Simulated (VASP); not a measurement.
ReOs2, 3 atoms in the cell. The structure is hexagonal, space group P6/mmm (No. 191). Conventional cell: a = 4.327 Å, b = 4.327 Å, c = 2.738 Å, α = 90.00°, β = 90.00°, γ = 120.00°. Within 3.6 Å of Re (site symmetry 6/mmm) lie 2 Re at 2.74 Å and 12 Os at 2.85 Å. Os (site symmetry -6m2) has 5 Os at 2.50 to 2.74 Å and 6 Re at 2.85 Å within 3.3 Å. 

```yaml
Program: VASP 6.6.1
Task: relaxation of cell and atoms
Functional: PBE
Potentials_or_basis: VASP PAW PBE potentials, release 64 (Re, Os)
Cutoff: 600 eV
k_mesh: 12 × 12 × 16
Occupations: gaussian, width 0.1 eV
Spin: no spin polarisation
Dipole_correction: no
Further_INCAR_settings: ALGO = Fast; EDIFF = 1e-06; IBRION = 2; EDIFFG = -0.01; NSW = 100; ISIF = 3
```

Potentials or basis: VASP PAW PBE potentials, release 64 (Re, Os).

The run is started by

```sh
$ cat potpaw_PBE.64/Re/POTCAR potpaw_PBE.64/Os/POTCAR > POTCAR
$ mpirun -np 1 vasp_std > vasp.out
```

Hardware: 1 thread of Intel(R) Xeon(R) Platinum 8559C (Emerald Rapids), on a shared host.

Question: Estimate the wall time of this run.

Answer: Run time: 5.2 min on 1 thread of Intel(R) Xeon(R) Platinum 8559C (Emerald Rapids), on a shared host, peak memory 0.32 GiB. Counts: scf iterations 60, k points 171, ion steps 5.
